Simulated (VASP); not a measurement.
# HgTe (R3m) in VASP: a series of runs, part 3 of 3

VASP 6.6.1.

## (5) Single point, r2SCAN (epitaxial 111 strain +3.0%)

File POSCAR:

```
HgTe
1.0
   -0.1184096840      3.2694229414      3.2694229414
    3.2694229414     -0.1184096840      3.2694229414
    3.2694229414      3.2694229414     -0.1184096840
Hg Te
1 1
Direct
   -0.0034209566     -0.0034209566     -0.0034209566
    0.2534209566      0.2534209566      0.2534209566
```

File INCAR.step1:

```
ALGO = Normal ; EDIFF = 1E-4
ENCUT = 520 ; GGA = PE
ISMEAR = 0 ; LASPH = T
LCHARG = F ; LREAL = F
LWAVE = T ; NBANDS = 16
NELM = 100 ; PREC = Accurate
SIGMA = 0.01
```

File INCAR.step2:

```
ALGO = Normal ; EDIFF = 1E-6
ENCUT = 520 ; ISIF = 2
ISMEAR = 0 ; ISTART = 1
LASPH = T ; LCHARG = F
LMIXTAU = T ; LREAL = F
LWAVE = F ; METAGGA = R2SCAN
NBANDS = 16 ; NELM = 100
PREC = Accurate ; SIGMA = 0.01
```

File KPOINTS:

```
k-points
0
Gamma
  6 6 6
```

Potentials or basis: VASP PAW PBE potentials, release 64 (Hg, Te).

Launch:

```bash
> cat potpaw_PBE.64/Hg/POTCAR potpaw_PBE.64/Te/POTCAR > POTCAR
> cp INCAR.step1 INCAR
> mpirun -np 1 vasp_std > vasp.out
> cp INCAR.step2 INCAR
> mpirun -np 1 vasp_std > vasp.out
```

OUTCAR:

```text
EDIFF = 1E-6
   ENCUT = 520
   ISIF = 2
   ISMEAR = 0
   ISTART = 1
   LASPH = T
   LREAL = F
   METAGGA = R2SCAN
   NELM = 100
   PREC = Accurate

 ion  position               nearest neighbor table
   1  0.997  0.997  0.997-   2 2.86   2 2.89   2 2.89   2 2.89
   2  0.253  0.253  0.253-   1 2.86   1 2.89   1 2.89   1 2.89

  LATTYP: Found a trigonal (rhomboedric) cell.
 ALAT       =     4.6251782228
 COS(alpha) =     0.4634787253

  Lattice vectors:

 A1 = (  -0.1184096840,   3.2694229414,   3.2694229414)
 A2 = (   3.2694229414,  -0.1184096840,   3.2694229414)
 A3 = (   3.2694229414,   3.2694229414,  -0.1184096840)

Analysis of symmetry for initial positions (statically):
=====================================================================
 Subroutine PRICEL returns:
 Original cell was already a primitive cell.

 Routine SETGRP: Setting up the symmetry group for a
 trigonal (rhombohedral) supercell.

 Subroutine GETGRP returns: Found  6 space group operations
 (whereof  6 operations were pure point group operations)
 out of a pool of 12 trial point group operations.

The static configuration has the point symmetry C_3v.

Analysis of symmetry for dynamics (positions and initial velocities):
=====================================================================
 Subroutine PRICEL returns:
 Original cell was already a primitive cell.

 Routine SETGRP: Setting up the symmetry group for a
 trigonal (rhombohedral) supercell.

 Subroutine GETGRP returns: Found  6 space group operations
 (whereof  6 operations were pure point group operations)
 out of a pool of 12 trial point group operations.

The dynamic configuration has the point symmetry C_3v.

 Subroutine INISYM returns: Found  6 space group operations
 (whereof  6 operations are pure point group operations),
 and found     1 'primitive' translations

----------------------------------------------------------------------------------------

                                     Primitive cell

  volume of cell :      73.6900

  direct lattice vectors                    reciprocal lattice vectors
    -0.118409684  3.269422941  3.269422941    -0.144865093  0.150308875  0.150308875
     3.269422941 -0.118409684  3.269422941     0.150308875 -0.144865093  0.150308875
     3.269422941  3.269422941 -0.118409684     0.150308875  0.150308875 -0.144865093

  length of vectors
     4.625178223  4.625178223  4.625178223     0.257238044  0.257238044  0.257238044

  position of ions in fractional coordinates (direct lattice)
     0.996579043  0.996579043  0.996579043
     0.253420957  0.253420957  0.253420957

  ion indices of the primitive-cell ions
   primitive index   ion index
                 1           1
                 2           2

----------------------------------------------------------------------------------------

 KPOINTS: k-points

Automatic generation of k-mesh.
 Grid dimensions read from file:
 generate k-points for:    6    6    6

 Generating k-lattice:

  Cartesian coordinates                     Fractional coordinates (reciprocal lattice)
    -0.024144182  0.025051479  0.025051479     0.166666667  0.000000000  0.000000000
     0.025051479 -0.024144182  0.025051479     0.000000000  0.166666667  0.000000000
     0.025051479  0.025051479 -0.024144182     0.000000000  0.000000000  0.166666667

  Length of vectors
     0.042873007  0.042873007  0.042873007

  Shift w.r.t. Gamma in fractional coordinates (k-lattice)
     0.000000000  0.000000000  0.000000000

 Subroutine IBZKPT returns following result:
 ===========================================

 Found     32 irreducible k-points:

 Following reciprocal coordinates:
            Coordinates               Weight
  0.000000  0.000000  0.000000      1.000000
  0.166667  0.000000  0.000000      6.000000
  0.333333  0.000000  0.000000      6.000000
  0.500000  0.000000 -0.000000      3.000000
  0.166667  0.166667 -0.000000      6.000000
  0.333333  0.166667  0.000000     12.000000
[... 16 lines left out ...]
  0.500000  0.500000  0.166667      6.000000
 -0.333333  0.500000  0.166667     12.000000
 [... further k-points ...]
   k-points           NKPTS =     32   k-points in BZ     NKDIM =     32   number of bands    NBANDS=     16
   number of dos      NEDOS =    301   number of ions     NIONS =      2
   total plane-waves  NPLWV =  46656
   dimension x,y,z NGX =    36 NGY =   36 NGZ =   36
   dimension x,y,z NGXF=    72 NGYF=   72 NGZF=   72
   ions per type =               1   1
   NGX,Y,Z   is equivalent  to a cutoff of  12.94, 12.94, 12.94 a.u.
   NGXF,Y,Z  is equivalent  to a cutoff of  25.88, 25.88, 25.88 a.u.
 SYSTEM =  unknown system
   PREC   = accura    normal or accurate (medium, high low for compatibility)
   ISTART =      1    job   : 0-new  1-cont  2-samecut
   ICHARG =      0    charge: 1-file 2-atom 10-const
   ISPIN  =      1    spin polarized calculation?
   LNONCOLLINEAR =      F non collinear calculations
   LSORBIT =      F    spin-orbit coupling
   LASPH  =      T    aspherical Exc in radial PAW
   ENCUT  =  520.0 eV  38.22 Ry    6.18 a.u.   8.60  8.60  8.60*2*pi/ulx,y,z
   NELM   =    100;   NELMIN=  2; NELMDL=  0     # of ELM steps
   EDIFF  = 0.1E-05   stopping-criterion for ELM
   LREAL  =      F    real-space projection
   EDIFFG = 0.1E-04   stopping-criterion for IOM
   NSW    =      0    number of steps for IOM
   IBRION =     -1    ionic relax: 0-MD 1-quasi-New 2-CG
   NFREE  =      0    steps in history (QN), initial steepest desc. (CG)
   ISIF   =      2    stress and relaxation
   ISYM   =      2    0-nonsym 1-usesym 2-fastsym
   POTIM  = 0.5000    time-step for ionic-motion
   TEBEG  =    0.0;   TEEND  =   0.0 temperature during run
   PSTRESS=    0.0 pullay stress
   NELECT =      18.0000    total number of electrons
   NUPDOWN=      -1.0000    fix difference up-down
   EMIN   =  10.00;   EMAX   =-10.00  energy-range for DOS
   EFERMI =   0.00;   METHOD = LEGACY
   ISMEAR =     0;   SIGMA  =   0.01  broadening in eV -4-tet -1-fermi 0-gaus
   EFERMI_NEDOS =   21; number of points for ismear=-14 and -15
   IALGO  =     38    algorithm
   IMIX   =      4    mixing-type and parameters
     AMIX     =   0.40;   BMIX     =  1.00
     AMIX_MAG =   1.60;   BMIX_MAG =  1.00
  volume/ion in A,a.u.               =      36.84       248.64
  Fermi-wavevector in a.u.,A,eV,Ry     =   1.023363  1.933875 14.248986  1.047271
  Thomas-Fermi vector in A             =   2.157092
   LORBIT       =      0    0 simple, 1 ext, 2 COOP (PROOUT), +10 PAW based schemes
   METAGGA = R2SCAN    functional components
   LHFCALC =     F    Hartree Fock is set to
   AEXX    =    0.0000 exact exchange contribution
   IVDW    =     0    specifies the selected vdW correction
   LEPSILON=     F    determine dielectric tensor
   LRPA    =     F    only Hartree local field effects (RPA)
 non-spin polarized calculation
 Gauss-broadening in eV      SIGMA  =   0.01
  energy-cutoff  :      520.00
  volume of cell :       73.69
 maximum number of plane-waves:      2011
 NGX is ok and might be reduce to    36
   NGX = 17   NGY = 17   NGZ = 17

 number of electron      17.9999999 magnetization

 Free energy of the ion-electron system (eV)
  ---------------------------------------------------
  ext. energy  EPLUGINS =         0.00000000
  ---------------------------------------------------
  free energy    TOTEN  =       -75.12798987 eV

  energy without entropy =      -75.12798987  energy(sigma->0) =      -75.12798987

 E-fermi :   1.9804     XC(G=0):  -8.9014

 val. band max:        1.9112918943   @ k =   0.0000   0.0000   0.0000
 cond. band min:       2.1245496367   @ k =   0.0000   0.0000   0.0000
 fundamental gap:      0.2132577424
 Fermi energy:         1.9804224089

 k-point     1 :       0.0000    0.0000    0.0000
  band No.  band energies     occupation
      1      -9.8083      2.00000
      2      -5.1795      2.00000
      3      -5.1795      2.00000
      4      -5.1645      2.00000
      5      -4.7137      2.00000
      6      -4.7137      2.00000
[... 8 lines left out ...]
     15      11.8740      0.00000
     16      11.8740      0.00000
[... 419 lines left out ...]
 k-point    24 :      -0.3333    0.5000    0.1667
  band No.  band energies     occupation
      1      -9.1397      2.00000
      2      -4.9769      2.00000
      3      -4.9276      2.00000
      4      -4.8099      2.00000
      5      -4.6943      2.00000
      6      -4.2354      2.00000
[... 8 lines left out ...]
     15      12.8966      0.00000
     16      13.5886      0.00000

 [... further k-points ...]

------------------------ aborting loop because EDIFF is reached ----------------------------------------

  FORCE on cell =-STRESS in cart. coord.  units (eV):
  Direction    XX          YY          ZZ          XY          YZ          ZX
  --------------------------------------------------------------------------------------
  -------------------------------------------------------------------------------------
  Total       -0.5877894     -0.5877894     -0.5877894      0.3100378      0.3100378      0.3100378
  in kB      -12.7797947    -12.7797947    -12.7797947      6.7408833      6.7408833      6.7408833
  external PRESSURE =     -12.7797947 kB  Pullay stress =       0.0000000 kB

 VOLUME and BASIS-vectors are now :
 -----------------------------------------------------------------------------
  energy-cutoff  :      520.00
  volume of cell :       73.69
      direct lattice vectors                 reciprocal lattice vectors
    -0.118409684  3.269422941  3.269422941    -0.144865093  0.150308875  0.150308875
     3.269422941 -0.118409684  3.269422941     0.150308875 -0.144865093  0.150308875
     3.269422941  3.269422941 -0.118409684     0.150308875  0.150308875 -0.144865093

 POSITION                                       TOTAL-FORCE (eV/Angst)
 -----------------------------------------------------------------------------------
      6.39847      6.39847      6.39847        -0.000960     -0.000960     -0.000960
      1.62707      1.62707      1.62707         0.000960      0.000960      0.000960
 -----------------------------------------------------------------------------------
    total drift:                               -0.000097     -0.000097     -0.000097

  FREE ENERGIE OF THE ION-ELECTRON SYSTEM (eV)
  ---------------------------------------------------
  free  energy   TOTEN  =       -75.1279898676 eV

  energy  without entropy=      -75.1279898676  energy(sigma->0) =      -75.12798987
```

OUTCAR.step1:

```text
EDIFF = 1E-4
   ENCUT = 520
   GGA = PE
   ISMEAR = 0
   LASPH = T
[... 678 lines left out ...]
 -----------------------------------------------------------------------------------
      6.39847      6.39847      6.39847        -0.006888     -0.006888     -0.006888
      1.62707      1.62707      1.62707         0.006888      0.006888      0.006888
 -----------------------------------------------------------------------------------
    total drift:                               -0.000102     -0.000102     -0.000102

  FREE ENERGIE OF THE ION-ELECTRON SYSTEM (eV)
  ---------------------------------------------------
  free  energy   TOTEN  =        -3.6257596675 eV

  energy  without entropy=       -3.6257596675  energy(sigma->0) =       -3.62575967
```

OSZICAR.step1:

```text
N       E                     dE             d eps       ncg     rms          rms(c)
DAV:   1     0.104416241711E+03    0.10442E+03   -0.78216E+03  1024   0.965E+02
DAV:   2    -0.403375008320E-01   -0.10446E+03   -0.97704E+02  1200   0.225E+02
DAV:   3    -0.379205920707E+01   -0.37517E+01   -0.37412E+01  1304   0.441E+01
DAV:   4    -0.382969279062E+01   -0.37634E-01   -0.37629E-01  1520   0.390E+00
DAV:   5    -0.382978988579E+01   -0.97095E-04   -0.97095E-04  1336   0.193E-01    0.630E+00
DAV:   6    -0.363218874971E+01    0.19760E+00   -0.38803E-01  1240   0.789E+00    0.511E+00
DAV:   7    -0.362612616140E+01    0.60626E-02   -0.86605E-02  1128   0.194E+00    0.204E+00
DAV:   8    -0.362573005974E+01    0.39610E-03   -0.85347E-03  1192   0.103E+00    0.440E-01
DAV:   9    -0.362575966746E+01   -0.29608E-04   -0.72489E-04  1248   0.297E-01
   1 F= -.36257597E+01 E0= -.36257597E+01  d E =-.371345E-39
```

Wall time 2.3 min (1 thread of Intel Xeon Platinum 8488C (Sapphire Rapids), shared host); peak memory 0.23 GiB.

What came out:

```
Free energy            : -75.1280 eV
Pressure               : -1.3 GPa
Band gap on the k mesh : 0.21 eV
```

Caveat: the cell differs from its parent crystal (epitaxial 111 strain +3.0%); the PAW data sets were made with another functional, which shifts forces and pressure a little; spin-orbit coupling is left out, which moves the levels of the heavy elements. A k mesh can miss the band edges.

## (6) The runs side by side

```tsv
level	cell	smearing	gap on the mesh (eV)	pressure (GPa)	largest force (eV/Å)
PBE	a = 4.498 Å, angles 62.3°, 2 atoms, strain along [111] -5.0%	fermi-dirac 0.02 eV	0.21	3.6	-
PBE	a = 4.625 Å, angles 62.4°, 2 atoms, epitaxial 111 strain +3.0%	fermi-dirac 0.02 eV	0.20	0.0	0.01
r2SCAN	a = 4.498 Å, angles 62.3°, 2 atoms, strain along [111] -5.0%	gaussian 0.01 eV	0.23	2.3	0.01
r2SCAN	a = 4.625 Å, angles 62.4°, 2 atoms, epitaxial 111 strain +3.0%	gaussian 0.01 eV	0.21	-1.3	-
```

Alike in all rows: task single point; potentials or basis VASP PAW PBE potentials, release 64 (Hg, Te); no spin polarisation; k mesh 6 × 6 × 6; cutoff (eV) 520.

Caveats: spin-orbit coupling is left out, which moves the levels of the heavy elements; the PAW data sets were made with another functional, which shifts forces and pressure a little (at least some runs); the cell stands under pressure (at least some runs).

Absolute energies hang on the potentials; compare differences alone.
